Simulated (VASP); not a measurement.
# Tc: relaxation of cell and atoms with LDA

Crystal: Tc.

```
Tc
1.0
     2.74000    0.00000    0.00000
    -1.37000    2.37291    0.00000
     0.00000    0.00000    4.39800
Tc
2
Direct
  0.33333 0.66667 0.25000
  0.66667 0.33333 0.75000
```

```
Program                : VASP 6.6.1
Task                   : relaxation of cell and atoms
Functional             : LDA
Potentials or basis    : VASP PAW LDA potentials, release 64 (Tc_pv)
Cutoff                 : 600 eV
k mesh                 : 9 × 9 × 5
Occupations            : methfessel-paxton, width 0.05 eV
Spin                   : no spin polarisation
Dipole correction      : no
Further INCAR settings : ALGO = Normal; EDIFF = 1e-06; IBRION = 2; EDIFFG = -0.03; NSW = 80; ISIF = 3
```

The relaxed volume is 13.79 Å³/atom, the relaxed cell is a = 2.707 Å, b = 2.707 Å, c = 4.345 Å, α = 90.00°, β = 90.00°, γ = 120.00° and the space group after relaxing (to 0.05 Å) is P6_3/mmc (No. 194). The energy gained by relaxing is 18.6 meV/atom. The ionic steps are 4. The pressure after relaxing is -0.1 GPa and the band gap on the k mesh is zero (band 13 reaches 14.18 eV, above the bottom of band 14 at 11.79 eV).

Stress tensor (GPa, compression positive):
```
-0.17  0.00  0.00
 0.00 -0.17  0.00
 0.00  0.00  0.05
```

The path:
```tsv
step	energy change (eV)	largest force (eV/Å)	pressure (GPa)	volume (Å³)
1	0.0000	0.0000	-11.37	28.59
2	0.3861	0.0000	50.44	24.60
3	-0.0371	0.0000	-0.67	27.63
4	-0.0372	0.0000	-0.10	27.58
```

Final structure:
```xyz
2
Lattice="2.7074 0.0000 0.0000 -1.3537 2.3447 0.0000 0.0000 0.0000 4.3453" Properties=species:S:1:pos:R:3 pbc="T T T"
Tc    0.0000    1.5631    1.0863
Tc    1.3537    0.7816    3.2589
```

Levels at points of the mesh, in eV from the Fermi level:
```
           k point  band 10  band 11  band 12  band 13  band 14  band 15  band 16  band 17
(0.00, 0.00, 0.00)    -1.79    -1.73    -1.02    -1.02    -0.29    -0.29     1.67     2.53
```

Run time: 16 s on 1 thread of Intel(R) Xeon(R) 6975P-C (Granite Rapids), with other jobs on the host, peak memory 0.15 GiB.

LDA usually gives volumes a few per cent too small. Zero-point motion and thermal expansion aren't in these numbers.
